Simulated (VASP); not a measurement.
# MgO (Periclase) (Fm-3m) in VASP: a series of runs

Runs on MgO (Periclase). Level: PBE. Tasks: single point.

Everything below comes from runs of VASP 6.6.1. Logs are shortened: lines on timing, memory, paths and dates and some standing lists are left out, and cuts for length are marked.

### 1 The cell of the first run

It takes space group Fm-3m (No. 225, cubic). The conventional cell has a = 4.041 Å, b = 4.041 Å, c = 4.041 Å, α = 90.00°, β = 90.00°, γ = 90.00°. Within 2.7 Å of Mg (site symmetry m-3m) lie 6 O at 2.02 Å. Within 2.7 Å of O (site symmetry m-3m) lie 6 Mg at 2.02 Å.

### 2 Single point, PBE

INCAR

```
  PREC = Accurate
  ENCUT = 600
  EDIFF = 1E-6
  ISMEAR = 0
  SIGMA = 0.01
  LREAL = F
  LASPH = T
  NELM = 120
  ALGO = Normal
  ISIF = 2
  LWAVE = F
  LCHARG = F
  GGA = PE
  NBANDS = 11
  GGA_COMPAT = F
```

KPOINTS

```
regular mesh
0
Gamma
  8 8 8
```

POSCAR

```
MgO
1.0
    0.0000000000      2.0205417537      2.0205417537
    2.0205417537      0.0000000000      2.0205417537
    2.0205417537      2.0205417537      0.0000000000
Mg O
1 1
Direct
    0.0000000000      0.0000000000      0.0000000000
    0.5000000000      0.5000000000      0.5000000000
```

Potentials or basis: VASP PAW PBE potentials, release 64 (Mg, O).

Started as:

```
$ cat potpaw_PBE.64/Mg/POTCAR potpaw_PBE.64/O/POTCAR > POTCAR
$ mpirun -np 1 vasp_std > vasp.out
```

OUTCAR:

```text
PREC = Accurate
   ENCUT = 600
   EDIFF = 1E-6
   ISMEAR = 0
   LREAL = F
   LASPH = T
   NELM = 120
   ISIF = 2
   GGA = PE

 ion  position               nearest neighbor table
   1  0.000  0.000  0.000-   2 2.02   2 2.02   2 2.02   2 2.02   2 2.02   2 2.02
   2  0.500  0.500  0.500-   1 2.02   1 2.02   1 2.02   1 2.02   1 2.02   1 2.02

  LATTYP: Found a face centered cubic cell.
 ALAT       =     4.0410835074

  Lattice vectors:

 A1 = (   0.0000000000,   2.0205417537,   2.0205417537)
 A2 = (   2.0205417537,   0.0000000000,   2.0205417537)
 A3 = (   2.0205417537,   2.0205417537,   0.0000000000)

Analysis of symmetry for initial positions (statically):
=====================================================================
 Subroutine PRICEL returns:
 Original cell was already a primitive cell.

 Routine SETGRP: Setting up the symmetry group for a
 face centered cubic supercell.

 Subroutine GETGRP returns: Found 48 space group operations
 (whereof 48 operations were pure point group operations)
 out of a pool of 48 trial point group operations.

The static configuration has the point symmetry O_h .

Analysis of symmetry for dynamics (positions and initial velocities):
=====================================================================
 Subroutine PRICEL returns:
 Original cell was already a primitive cell.

 Routine SETGRP: Setting up the symmetry group for a
 face centered cubic supercell.

 Subroutine GETGRP returns: Found 48 space group operations
 (whereof 48 operations were pure point group operations)
 out of a pool of 48 trial point group operations.

The dynamic configuration has the point symmetry O_h .

 Subroutine INISYM returns: Found 48 space group operations
 (whereof 48 operations are pure point group operations),
 and found     1 'primitive' translations

----------------------------------------------------------------------------------------

                                     Primitive cell

  volume of cell :      16.4981

  direct lattice vectors                    reciprocal lattice vectors
     0.000000000  2.020541754  2.020541754    -0.247458385  0.247458385  0.247458385
     2.020541754  0.000000000  2.020541754     0.247458385 -0.247458385  0.247458385
     2.020541754  2.020541754  0.000000000     0.247458385  0.247458385 -0.247458385

  length of vectors
     2.857477551  2.857477551  2.857477551     0.428610496  0.428610496  0.428610496

  position of ions in fractional coordinates (direct lattice)
     0.000000000  0.000000000  0.000000000
     0.500000000  0.500000000  0.500000000

  ion indices of the primitive-cell ions
[... 79 lines left out ...]
   IBRION =     -1    ionic relax: 0-MD 1-quasi-New 2-CG
   NFREE  =      0    steps in history (QN), initial steepest desc. (CG)
   ISIF   =      2    stress and relaxation
   ISYM   =      2    0-nonsym 1-usesym 2-fastsym
   POTIM  = 0.5000    time-step for ionic-motion
   TEBEG  =    0.0;   TEEND  =   0.0 temperature during run
   PSTRESS=    0.0 pullay stress
   NELECT =       8.0000    total number of electrons
   NUPDOWN=      -1.0000    fix difference up-down
   EMIN   =  10.00;   EMAX   =-10.00  energy-range for DOS
   EFERMI =   0.00;   METHOD = LEGACY
   ISMEAR =     0;   SIGMA  =   0.01  broadening in eV -4-tet -1-fermi 0-gaus
   EFERMI_NEDOS =   21; number of points for ismear=-14 and -15
   IALGO  =     38    algorithm
   IMIX   =      4    mixing-type and parameters
     AMIX     =   0.40;   BMIX     =  1.00
     AMIX_MAG =   1.60;   BMIX_MAG =  1.00
  volume/ion in A,a.u.               =       8.25        55.67
  Fermi-wavevector in a.u.,A,eV,Ry     =   1.286156  2.430483 22.506722  1.654197
  Thomas-Fermi vector in A             =   2.418247
   LORBIT       =      0    0 simple, 1 ext, 2 COOP (PROOUT), +10 PAW based schemes
   GGA     = PE    functional components
   LHFCALC =     F    Hartree Fock is set to
   AEXX    =    0.0000 exact exchange contribution
   IVDW    =     0    specifies the selected vdW correction
   LEPSILON=     F    determine dielectric tensor
   LRPA    =     F    only Hartree local field effects (RPA)
 non-spin polarized calculation
 Gauss-broadening in eV      SIGMA  =   0.01
  energy-cutoff  :      600.00
  volume of cell :       16.50
 maximum number of plane-waves:       568
   NGX = 11   NGY = 11   NGZ = 11

 number of electron       7.9999999 magnetization

 Free energy of the ion-electron system (eV)
  ---------------------------------------------------
  ext. energy  EPLUGINS =         0.00000000
  ---------------------------------------------------
  free energy    TOTEN  =       -11.68736219 eV

  energy without entropy =      -11.68736219  energy(sigma->0) =      -11.68736219

 E-fermi :   4.3147     XC(G=0): -11.6828

 val. band max:        4.1846719007   @ k =   0.0000   0.0000   0.0000
 cond. band min:      10.2207443438   @ k =   0.0000   0.0000   0.0000
 fundamental gap:      6.0360724432
 Fermi energy:         4.3147225644

 k-point     1 :       0.0000    0.0000    0.0000
  band No.  band energies     occupation
      1     -13.7657      2.00000
      2       4.1847      2.00000
      3       4.1847      2.00000
      4       4.1847      2.00000
      5      10.2207      0.00000
      6      20.6843      0.00000
      7      20.6843      0.00000
      8      20.6843      0.00000
      9      24.9422      0.00000
     10      26.8691      0.00000
     11      26.8691      0.00000
[... 309 lines left out ...]
 k-point    24 :      -0.3750    0.2500    0.1250
  band No.  band energies     occupation
      1     -11.9585      2.00000
      2      -0.3267      2.00000
      3       1.9570      2.00000
      4       3.0184      2.00000
      5      14.7653      0.00000
      6      17.5438      0.00000
      7      19.1354      0.00000
      8      22.6717      0.00000
      9      26.2361      0.00000
     10      27.9882      0.00000
     11      32.4344      0.00000

 [... further k-points ...]
[... 5 lines left out ...]
  --------------------------------------------------------------------------------------
  -------------------------------------------------------------------------------------
  Total        3.1459956      3.1459956      3.1459956      0.0000000      0.0000000      0.0000000
  in kB      305.5168805    305.5168805    305.5168805      0.0000000      0.0000000      0.0000000
  external PRESSURE =     305.5168805 kB  Pullay stress =       0.0000000 kB

 VOLUME and BASIS-vectors are now :
 -----------------------------------------------------------------------------
  energy-cutoff  :      600.00
  volume of cell :       16.50
      direct lattice vectors                 reciprocal lattice vectors
     0.000000000  2.020541754  2.020541754    -0.247458385  0.247458385  0.247458385
     2.020541754  0.000000000  2.020541754     0.247458385 -0.247458385  0.247458385
     2.020541754  2.020541754  0.000000000     0.247458385  0.247458385 -0.247458385

 POSITION                                       TOTAL-FORCE (eV/Angst)
 -----------------------------------------------------------------------------------
      0.00000      0.00000      0.00000        -0.000000     -0.000000     -0.000000
      2.02054      2.02054      2.02054         0.000000      0.000000      0.000000
 -----------------------------------------------------------------------------------
    total drift:                               -0.000000     -0.000000      0.000000

  FREE ENERGIE OF THE ION-ELECTRON SYSTEM (eV)
  ---------------------------------------------------
  free  energy   TOTEN  =       -11.6873621933 eV

  energy  without entropy=      -11.6873621933  energy(sigma->0) =      -11.68736219
```

OSZICAR:

```text
N       E                     dE             d eps       ncg     rms          rms(c)
DAV:   1     0.187810265420E+02    0.18781E+02   -0.52173E+03   734   0.747E+02
DAV:   2    -0.126088383589E+02   -0.31390E+02   -0.29820E+02   756   0.148E+02
DAV:   3    -0.132967119590E+02   -0.68787E+00   -0.68731E+00   752   0.191E+01
DAV:   4    -0.132982084870E+02   -0.14965E-02   -0.14965E-02   695   0.102E+00
DAV:   5    -0.132982128165E+02   -0.43295E-05   -0.43294E-05   740   0.534E-02    0.740E+00
DAV:   6    -0.117017909357E+02    0.15964E+01   -0.80189E+00   665   0.164E+01    0.206E+00
DAV:   7    -0.116923768312E+02    0.94141E-02   -0.65584E-02   704   0.210E+00    0.133E+00
DAV:   8    -0.116876271182E+02    0.47497E-02   -0.20813E-02   683   0.166E+00    0.196E-01
DAV:   9    -0.116873422078E+02    0.28491E-03   -0.53216E-04   725   0.156E-01    0.106E-01
DAV:  10    -0.116873620824E+02   -0.19875E-04   -0.42723E-04   707   0.153E-01    0.146E-02
DAV:  11    -0.116873621933E+02   -0.11091E-06   -0.67566E-06   731   0.202E-02
   1 F= -.11687362E+02 E0= -.11687362E+02  d E =-.116489E-77
```

Wall time 5.7 s (1 thread of AMD EPYC 7R13 (Zen 3), shared host); peak memory 0.11 GiB.

Results:

```
Free energy            : -11.6874 eV
Pressure               : 30.6 GPa
Band gap on the k mesh : 6.04 eV, direct
```

### 3 Single point, PBE

This run uses another cell than the first one, of 10.12 Å³/atom, 1.227 times its volume.

INCAR

```
ALGO = Normal ; EDIFF = 1E-6
ENCUT = 600 ; GGA = PE
GGA_COMPAT = F ; ISIF = 2
ISMEAR = 0 ; LASPH = T
LCHARG = F ; LREAL = F
LWAVE = F ; NBANDS = 11
NELM = 120 ; PREC = Accurate
SIGMA = 0.01
```

KPOINTS

```
k-points
0
Gamma
  8 8 8
```

POSCAR

```
MgO
1.0
    0.0000000000      2.1632905701      2.1632905701
    2.1632905701      0.0000000000      2.1632905701
    2.1632905701      2.1632905701      0.0000000000
Mg O
1 1
Direct
    0.0000000000      0.0000000000      0.0000000000
    0.5000000000      0.5000000000      0.5000000000
```

Potentials or basis: VASP PAW PBE potentials, release 64 (Mg, O).

Started as:

```
$ cat potpaw_PBE.64/Mg/POTCAR potpaw_PBE.64/O/POTCAR > POTCAR
$ mpirun -np 1 vasp_std > vasp.out
```

Run time: 6.1 s. Hardware: 1 thread of AMD EPYC 7R13 (Zen 3), shared host; peak memory 0.11 GiB.

Results (log left out):

| Item | Value |
| --- | --- |
| Free energy | -11.8887 eV |
| Pressure | -7.8 GPa |
| Band gap on the k mesh | 3.98 eV, direct |

Levels at points of the mesh, in eV from the valence-band top:
| k point | band 1 | band 2 | band 3 | band 4 | band 5 | band 6 | band 7 | band 8 | band 9 |
| --- | --- | --- | --- | --- | --- | --- | --- | --- | --- |
| (0.00, 0.00, 0.00) | -16.87 | 0.00 | 0.00 | 0.00 | 3.98 | 15.34 | 15.34 | 15.34 | 19.05 |
| (0.50, 0.00, 0.00) | -15.78 | -4.28 | -0.57 | -0.57 | 7.40 | 11.70 | 15.50 | 15.50 | 19.71 |
| (0.50, 0.50, 0.00) | -15.55 | -3.76 | -1.24 | -1.24 | 9.01 | 9.12 | 12.26 | 17.78 | 17.78 |

A hybrid or GW would open this gap; PBE tends to underestimate it.

### 4 Single point, PBE

This run uses another cell than the first one, of 10.50 Å³/atom, 1.273 times its volume.

INCAR

```
PREC = Accurate
ENCUT = 600
EDIFF = 1E-6
ISMEAR = 0
SIGMA = 0.01
LREAL = F
LASPH = T
NELM = 120
ALGO = Normal
ISIF = 2
LWAVE = F
LCHARG = F
GGA = PE
NBANDS = 11
GGA_COMPAT = F
```

KPOINTS

```
Automatic mesh
0
Gamma
  8 8 8
```

POSCAR

```
MgO
1.0
    0.0000000000      2.1896747628      2.1896747628
    2.1896747628      0.0000000000      2.1896747628
    2.1896747628      2.1896747628      0.0000000000
Mg O
1 1
Direct
    0.0000000000      0.0000000000      0.0000000000
    0.5000000000      0.5000000000      0.5000000000
```

Started as:

```
$ cat potpaw_PBE.64/Mg/POTCAR potpaw_PBE.64/O/POTCAR > POTCAR
$ mpirun -np 1 vasp_std > vasp.out
```

Run time: 9.1 s. Hardware: 1 thread of AMD EPYC 7R13 (Zen 3), shared host; peak memory 0.13 GiB.

Results (log left out):

- Free energy: -11.8442 eV
- Pressure: -11.8 GPa
- Band gap on the k mesh: 3.67 eV, direct

Levels at points of the mesh, in eV from the valence-band top:
```csv
k point,band 1,band 2,band 3,band 4,band 5,band 6,band 7,band 8,band 9
"(0.00, 0.00, 0.00)",-16.71,0.00,0.00,0.00,3.67,15.13,15.13,15.13,18.75
"(0.50, 0.00, 0.00)",-15.69,-4.13,-0.53,-0.53,7.18,11.31,15.14,15.14,19.21
"(0.50, 0.50, 0.00)",-15.48,-3.62,-1.19,-1.19,8.75,8.96,11.90,17.26,17.26
```

### 5 The runs side by side

```csv
cell,gap on the mesh (eV),pressure (GPa)
"a = 2.857 Å, angles 60.0°, 2 atoms",6.04,30.6
"a = 3.059 Å, angles 60.0°, 2 atoms",3.98,-7.8
"a = 3.097 Å, angles 60.0°, 2 atoms",3.67,-11.8
```

Alike in all rows: task single point; level PBE; potentials or basis VASP PAW PBE potentials, release 64 (Mg, O); no spin polarisation; k mesh 8 × 8 × 8; cutoff (eV) 600; smearing gaussian 0.01 eV.

Total energies depend on the potentials used, so only differences within one code and one set of settings carry meaning.
